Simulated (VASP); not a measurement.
Set up this calculation in VASP 6.6.1, as the native input.

| Property | Result |
| --- | --- |
| Task | single point |
| Functional | PBE |
| Potentials or basis | VASP PAW PBE potentials, release 64 (Bi_d, H) |
| Cutoff | 520 eV |
| k mesh | 6 × 6 × 6 |
| Occupations | gaussian, width 0.1 eV |
| Spin | no spin polarisation |
| Dipole correction | no |
| Further INCAR settings | ALGO = Normal; EDIFF = 1e-07; NBANDS = 18 |

The structure of BiH4 lies in POSCAR:

```
BiH4
1.0
   -2.4541138000      2.4541138000      2.4541138000
    2.4541138000     -2.4541138000      2.4541138000
    2.4541138000      2.4541138000     -2.4541138000
Bi H
1 4
Direct
    0.0000000000      0.0000000000      0.0000000000
    0.5000000000      0.5000000000      0.5000000000
    0.5000000000      0.0000000000      0.0000000000
    0.0000000000      0.0000000000      0.5000000000
    0.0000000000      0.5000000000      0.0000000000
```

The input as run:

INCAR

```
SYSTEM = BiH4
PREC = Accurate
ENCUT = 520
EDIFF = 1E-7
ISMEAR = 0
SIGMA = 0.1
LREAL = .FALSE.
LASPH = .TRUE.
NELM = 100
ALGO = Normal
ISIF = 2
LWAVE = .FALSE.
LCHARG = .TRUE.
GGA = PE
LELF = .TRUE.
LVHAR = .TRUE.
NBANDS = 18
```

KPOINTS

```
Automatic mesh
0
G
  6 6 6
  0 0 0
```

Potentials or basis: VASP PAW PBE potentials, release 64 (Bi_d, H).

Run with:

```sh
$ cat potpaw_PBE.64/Bi_d/POTCAR potpaw_PBE.64/H/POTCAR > POTCAR
$ mpirun -np 1 vasp_std > vasp.out
```

It gave:

```json
{
 "Pressure": "0.0 GPa"
}
```

Run time: 14 s on 1 thread of Intel(R) Xeon(R) Platinum 8488C (Sapphire Rapids), on a shared host, peak memory 0.17 GiB.
